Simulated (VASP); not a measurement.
# SiC2 (Imma) in VASP: further runs

The runs below take SiC2 through single point, relaxation of cell and atoms, with PBE.

All numbers are computed with VASP 6.6.1; they aren't measurements. Logs are shortened: lines on timing, memory, paths and dates and some standing lists are left out, and cuts for length are marked.

**1. The cell of the first run**

It takes space group Imma (No. 74, orthorhombic). Conventional cell: a = 5.149 Å, b = 6.761 Å, c = 3.619 Å, α = 90.00°, β = 90.00°, γ = 90.00°. Si (site symmetry 2/m) has 4 C at 1.75 Å within 2.3 Å. Within 2.3 Å of C (site symmetry m) lie 1 C at 1.74 Å and 2 Si at 1.75 Å.

**2. Single point, PBE**

Input file INCAR:

```
ALGO = Normal ; EDIFF = 1E-6
ENCUT = 520 ; GGA = PE
ISIF = 2 ; ISMEAR = 0
LASPH = True ; LCHARG = True
LELF = True ; LREAL = False
LVHAR = True ; LWAVE = False
NBANDS = 21 ; NELM = 80
PREC = Accurate ; SIGMA = 0.1
```

Input file KPOINTS:

```
k-points
0
Gamma
  6 6 6
```

Input file POSCAR:

```
SiC2
1.0
   -2.5744144000      3.3806506300      1.8097180300
    2.5744144000     -3.3806506300      1.8097180300
    2.5744144000      3.3806506300     -1.8097180300
Si C
2 4
Direct
    0.0000000000      0.5000000000      0.0000000000
    0.0000000000      0.0000000000      0.5000000000
    0.8824558900      0.8059440100      0.0765118800
    0.2294321300      0.8059440100      0.4234881200
    0.1175441100      0.1940559900      0.9234881200
    0.7705678700      0.1940559900      0.5765118800
```

Potentials or basis: VASP PAW PBE potentials, release 64 (Si, C).

Command:

```bash
$ cat potpaw_PBE.64/Si/POTCAR potpaw_PBE.64/C/POTCAR > POTCAR
$ mpirun -np 1 vasp_std > vasp.out
```

OUTCAR:

```text
EDIFF = 1E-6
   ENCUT = 520
   GGA = PE
   ISIF = 2
   ISMEAR = 0
   LASPH = True
   LREAL = False
   NELM = 80
   PREC = Accurate

 ion  position               nearest neighbor table
   1  0.000  0.500  0.000-   3 1.75   5 1.75   4 1.75   6 1.75   2 2.57   2 2.57
   2  0.000  0.000  0.500-   3 1.75   5 1.75   4 1.75   6 1.75   1 2.57   1 2.57
   3  0.882  0.806  0.077-   5 1.74   1 1.75   2 1.75
   4  0.229  0.806  0.423-   6 1.74   1 1.75   2 1.75
   5  0.118  0.194  0.923-   3 1.74   1 1.75   2 1.75
   6  0.771  0.194  0.577-   4 1.74   2 1.75   1 1.75

  LATTYP: Found a body centered orthorhombic cell.
 ALAT       =     3.6194360600
 B/A-ratio  =     1.4225500091
 C/A-ratio  =     1.8680537929

  Lattice vectors:

 A1 = (   2.5744144000,  -3.3806506300,   1.8097180300)
 A2 = (  -2.5744144000,  -3.3806506300,  -1.8097180300)
 A3 = (   2.5744144000,   3.3806506300,  -1.8097180300)

Analysis of symmetry for initial positions (statically):
=====================================================================
 Subroutine PRICEL returns:
 Original cell was already a primitive cell.

 Routine SETGRP: Setting up the symmetry group for a
 body centered orthorhombic supercell.

 Subroutine GETGRP returns: Found  8 space group operations
 (whereof  4 operations were pure point group operations)
 out of a pool of  8 trial point group operations.

The static configuration has the point symmetry C_2h.
 The point group associated with its full space group is D_2h.

Analysis of symmetry for dynamics (positions and initial velocities):
=====================================================================
 Subroutine PRICEL returns:
 Original cell was already a primitive cell.

 Routine SETGRP: Setting up the symmetry group for a
 body centered orthorhombic supercell.

 Subroutine GETGRP returns: Found  8 space group operations
 (whereof  4 operations were pure point group operations)
 out of a pool of  8 trial point group operations.

The dynamic configuration has the point symmetry C_2h.
 The point group associated with its full space group is D_2h.

 Subroutine INISYM returns: Found  8 space group operations
 (whereof  4 operations are pure point group operations),
 and found     1 'primitive' translations

----------------------------------------------------------------------------------------

                                     Primitive cell

  volume of cell :      63.0013

  direct lattice vectors                    reciprocal lattice vectors
    -2.574414400  3.380650630  1.809718030     0.000000000  0.147900524  0.276286135
     2.574414400 -3.380650630  1.809718030     0.194218926  0.000000000  0.276286135
     2.574414400  3.380650630 -1.809718030     0.194218926  0.147900524  0.000000000

  length of vectors
     4.618602335  4.618602335  4.618602335     0.313382503  0.337720328  0.244122011

  position of ions in fractional coordinates (direct lattice)
     0.000000000  0.500000000  0.000000000
     0.000000000  0.000000000  0.500000000
     0.882455890  0.805944010  0.076511880
     0.229432130  0.805944010  0.423488120
     0.117544110  0.194055990  0.923488120
     0.770567870  0.194055990  0.576511880

  ion indices of the primitive-cell ions
   primitive index   ion index
                 1           1
                 2           2
                 3           3
                 4           4
                 5           5
                 6           6

----------------------------------------------------------------------------------------

 KPOINTS: k-points

Automatic generation of k-mesh.
 Grid dimensions read from file:
 generate k-points for:    6    6    6

 Generating k-lattice:

  Cartesian coordinates                     Fractional coordinates (reciprocal lattice)
     0.000000000  0.024650087  0.046047689     0.166666667  0.000000000 -0.000000000
     0.032369821  0.000000000  0.046047689     0.000000000  0.166666667  0.000000000
     0.032369821  0.024650087  0.000000000    -0.000000000  0.000000000  0.166666667

  Length of vectors
     0.052230417  0.056286721  0.040687002

  Shift w.r.t. Gamma in fractional coordinates (k-lattice)
     0.000000000  0.000000000  0.000000000

 Subroutine IBZKPT returns following result:
 ===========================================

 Found     46 irreducible k-points:

 Following reciprocal coordinates:
            Coordinates               Weight
  0.000000  0.000000  0.000000      1.000000
  0.166667  0.000000  0.000000      4.000000
  0.333333  0.000000 -0.000000      4.000000
  0.500000  0.000000  0.000000      2.000000
  0.000000  0.166667  0.000000      4.000000
  0.166667  0.166667  0.000000      8.000000
[... 16 lines left out ...]
 -0.166667  0.166667  0.166667      2.000000
  0.166667  0.333333  0.166667      4.000000
 [... further k-points ...]
   k-points           NKPTS =     46   k-points in BZ     NKDIM =     46   number of bands    NBANDS=     21
   number of dos      NEDOS =    301   number of ions     NIONS =      6
   total plane-waves  NPLWV =  46656
   dimension x,y,z NGX =    36 NGY =   36 NGZ =   36
   dimension x,y,z NGXF=    72 NGYF=   72 NGZF=   72
   ions per type =               2   4
   NGX,Y,Z   is equivalent  to a cutoff of  12.96, 12.96, 12.96 a.u.
   NGXF,Y,Z  is equivalent  to a cutoff of  25.92, 25.92, 25.92 a.u.
 SYSTEM =  unknown system
   PREC   = accura    normal or accurate (medium, high low for compatibility)
   ISTART =      0    job   : 0-new  1-cont  2-samecut
   ICHARG =      2    charge: 1-file 2-atom 10-const
   ISPIN  =      1    spin polarized calculation?
   LNONCOLLINEAR =      F non collinear calculations
   LSORBIT =      F    spin-orbit coupling
   LASPH  =      T    aspherical Exc in radial PAW
   ENCUT  =  520.0 eV  38.22 Ry    6.18 a.u.   8.59  8.59  8.59*2*pi/ulx,y,z
   NELM   =     80;   NELMIN=  2; NELMDL= -5     # of ELM steps
   EDIFF  = 0.1E-05   stopping-criterion for ELM
   LREAL  =      F    real-space projection
   EDIFFG = 0.1E-04   stopping-criterion for IOM
   NSW    =      0    number of steps for IOM
   IBRION =     -1    ionic relax: 0-MD 1-quasi-New 2-CG
   NFREE  =      0    steps in history (QN), initial steepest desc. (CG)
   ISIF   =      2    stress and relaxation
   ISYM   =      2    0-nonsym 1-usesym 2-fastsym
   POTIM  = 0.5000    time-step for ionic-motion
   TEBEG  =    0.0;   TEEND  =   0.0 temperature during run
   PSTRESS=    0.0 pullay stress
   NELECT =      24.0000    total number of electrons
   NUPDOWN=      -1.0000    fix difference up-down
   EMIN   =  10.00;   EMAX   =-10.00  energy-range for DOS
   EFERMI =   0.00;   METHOD = LEGACY
   ISMEAR =     0;   SIGMA  =   0.10  broadening in eV -4-tet -1-fermi 0-gaus
   EFERMI_NEDOS =   21; number of points for ismear=-14 and -15
   IALGO  =     38    algorithm
   IMIX   =      4    mixing-type and parameters
     AMIX     =   0.40;   BMIX     =  1.00
     AMIX_MAG =   1.60;   BMIX_MAG =  1.00
  volume/ion in A,a.u.               =      10.50        70.86
  Fermi-wavevector in a.u.,A,eV,Ry     =   1.186758  2.242647 19.162359  1.408394
  Thomas-Fermi vector in A             =   2.322924
   LORBIT       =      0    0 simple, 1 ext, 2 COOP (PROOUT), +10 PAW based schemes
   GGA     = PE    functional components
   LHFCALC =     F    Hartree Fock is set to
   AEXX    =    0.0000 exact exchange contribution
   IVDW    =     0    specifies the selected vdW correction
   LEPSILON=     F    determine dielectric tensor
   LRPA    =     F    only Hartree local field effects (RPA)
 non-spin polarized calculation
 Gauss-broadening in eV      SIGMA  =   0.10
  energy-cutoff  :      520.00
  volume of cell :       63.00
 maximum number of plane-waves:      1720
 NGX is ok and might be reduce to    36
   NGX = 17   NGY = 17   NGZ = 17

 number of electron      23.9999997 magnetization

 Free energy of the ion-electron system (eV)
  ---------------------------------------------------
  ext. energy  EPLUGINS =         0.00000000
  ---------------------------------------------------
  free energy    TOTEN  =       -35.76597890 eV

  energy without entropy =      -35.75985774  energy(sigma->0) =      -35.76291832

 E-fermi :   6.9750     XC(G=0): -10.8153

 val. band max:        6.9644837449   @ k =  -0.3333   0.1667   0.0000
 cond. band min:       6.9983228424   @ k =   0.3333  -0.3333   0.3333
 fundamental gap:      0.0338390975
 Fermi energy:         6.9750296755

 k-point     1 :       0.0000    0.0000    0.0000
  band No.  band energies     occupation
      1     -10.0425      2.00000
      2      -5.1095      2.00000
      3      -4.5041      2.00000
      4      -1.9908      2.00000
      5      -0.8038      2.00000
      6      -0.4319      2.00000
[... 13 lines left out ...]
     20      15.4786      0.00000
     21      17.2635      0.00000

 k-point     2 :       0.1667    0.0000    0.0000
  band No.  band energies     occupation
      1      -9.8069      2.00000
      2      -5.5174      2.00000
      3      -4.0226      2.00000
      4      -2.6964      2.00000
      5      -1.2527      2.00000
      6       0.2098      2.00000
[... 13 lines left out ...]
     20      15.8669      0.00000
     21      16.1988      0.00000

 k-point     3 :       0.3333    0.0000   -0.0000
  band No.  band energies     occupation
      1      -9.2040      2.00000
      2      -6.0136      2.00000
      3      -4.2237      2.00000
      4      -3.0129      2.00000
      5      -1.5326      2.00000
      6       0.5940      2.00000
[... 13 lines left out ...]
     20      15.6089      0.00000
     21      17.1466      0.00000
[... 457 lines left out ...]
 k-point    23 :      -0.1667    0.1667    0.1667
  band No.  band energies     occupation
      1      -9.5547      2.00000
      2      -6.2499      2.00000
      3      -5.4629      2.00000
      4      -1.5907      2.00000
      5       0.0117      2.00000
      6       1.0676      2.00000
[... 13 lines left out ...]
     20      16.6763      0.00000
     21      17.2913      0.00000

 k-point    24 :       0.1667    0.3333    0.1667
  band No.  band energies     occupation
      1      -7.9512      2.00000
      2      -7.5558      2.00000
      3      -4.6920      2.00000
      4      -3.7146      2.00000
      5       0.2444      2.00000
      6       0.5100      2.00000
[... 13 lines left out ...]
     20      14.6671      0.00000
     21      17.1668      0.00000

 [... further k-points ...]
[... 5 lines left out ...]
  --------------------------------------------------------------------------------------
  -------------------------------------------------------------------------------------
  Total       32.9835301     12.1484769    -11.6511396      0.0000000      0.0000000      0.0000000
  in kB      838.7993104    308.9461328   -296.2984194      0.0000000      0.0000000      0.0000000
  external PRESSURE =     283.8156746 kB  Pullay stress =       0.0000000 kB

 VOLUME and BASIS-vectors are now :
 -----------------------------------------------------------------------------
  energy-cutoff  :      520.00
  volume of cell :       63.00
      direct lattice vectors                 reciprocal lattice vectors
    -2.574414400  3.380650630  1.809718030     0.000000000  0.147900524  0.276286135
     2.574414400 -3.380650630  1.809718030     0.194218926  0.000000000  0.276286135
     2.574414400  3.380650630 -1.809718030     0.194218926  0.147900524  0.000000000

 POSITION                                       TOTAL-FORCE (eV/Angst)
 -----------------------------------------------------------------------------------
      1.28721     -1.69033      0.90486         0.000000      0.000000     -0.000000
      1.28721      1.69033     -0.90486         0.000000      0.000000     -0.000000
     -0.00000      0.51732      2.91706        -0.000000     -5.046485      4.925659
      2.57441     -0.51732      1.10734        -0.000000      5.046485      4.925659
      2.57441      2.86333     -1.10734         0.000000      5.046485     -4.925659
      0.00000      3.89797      0.70237         0.000000     -5.046485     -4.925659
 -----------------------------------------------------------------------------------
    total drift:                                0.000000      0.000000     -0.000000

  FREE ENERGIE OF THE ION-ELECTRON SYSTEM (eV)
  ---------------------------------------------------
  free  energy   TOTEN  =       -35.7659789037 eV

  energy  without entropy=      -35.7598577423  energy(sigma->0) =      -35.76291832
```

Wall time 38 s (1 thread of Intel Xeon Platinum 8488C (Sapphire Rapids), shared host); peak memory 0.21 GiB.

Results:

```
Free energy            : -35.7660 eV
Pressure               : 28.4 GPa
Largest force          : 7.052 eV/Å
Band gap on the k mesh : zero (band 12 reaches 7.51 eV, above the bottom of band 13 at 5.75 eV)
```

Forces on the atoms (eV/Å):
```
Si   0.000  0.000  0.000
Si   0.000  0.000  0.000
C    0.000 -5.046  4.926
C    0.000  5.046  4.926
C    0.000  5.046 -4.926
C    0.000 -5.046 -4.926
```

Levels at points of the mesh, in eV from the Fermi level:
```
           k point  band 9  band 10  band 11  band 12  band 13  band 14  band 15  band 16
(0.00, 0.00, 0.00)   -2.80    -2.56    -1.99    -0.25     1.12     1.13     2.06     2.49
(0.50, 0.00, 0.00)   -4.95    -3.15    -1.12     0.54     1.31     1.54     2.43     4.30
(0.00, 0.50, 0.00)   -3.53    -3.01    -2.31    -1.35    -1.22     0.75     3.41     4.24
(0.50, 0.50, 0.00)   -2.76    -2.76    -1.61    -1.61    -0.08    -0.08     2.13     2.13
(0.50, 0.50, 0.50)   -3.20    -2.88    -0.59     0.08     0.66     0.96     2.00     4.25
```

Caveat: forces of over 1 eV/Å act on the atoms, so gaps and moduli don't describe the material at rest.

[end of part 1 of 2]
